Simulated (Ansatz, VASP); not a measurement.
# Two plane-wave programs on HfO2

```
CELL_PARAMETERS angstrom
5.15725 0.00000 -0.00195
0.00000 5.21647 0.00000
-0.88901 0.00000 5.26866
ATOMIC_POSITIONS crystal
Hf 0.27585 0.45744 0.70818
Hf 0.72415 0.95744 0.79182
Hf 0.72415 0.54256 0.29182
Hf 0.27585 0.04256 0.20818
O 0.44870 0.74243 0.97757
O 0.55130 0.24243 0.52243
O 0.55130 0.25757 0.02243
O 0.44870 0.75757 0.47757
O 0.06806 0.33058 0.34661
O 0.93194 0.83058 0.15339
O 0.93194 0.66942 0.65339
O 0.06806 0.16942 0.84661
```

Alike in both runs: functional PBE; k mesh 4 × 4 × 4; occupations gaussian, width 0.1 eV; no spin polarisation.

Ansatz relaxed the structure, and its values are those at the end. VASP's run is a single point on that final structure, the one shown.

```csv
,VASP,Ansatz
version,VASP 6.6.1,Ansatz 0.2.0
potentials or method,"VASP PAW PBE potentials, release 64 (Hf_pv, O), cutoff 520 eV","scalar-relativistic, plane waves, PAW"
valence electrons in the cell,88,152
```

```csv
,VASP,Ansatz,Ansatz less VASP
gap on the k mesh at the Fermi level (eV),3.99,4.03,+0.043
least direct gap on the mesh (eV),4.07,4.12,+0.046
pressure (GPa),-2.9,0.1,+3.05
rms of the force components (eV/Å),0.038,0.009,-0.0296
```

VASP's potentials hold 88 valence electrons a cell and Ansatz's 152, so a difference there can come from the potentials and not from the codes.

Neither program's run includes spin-orbit coupling.
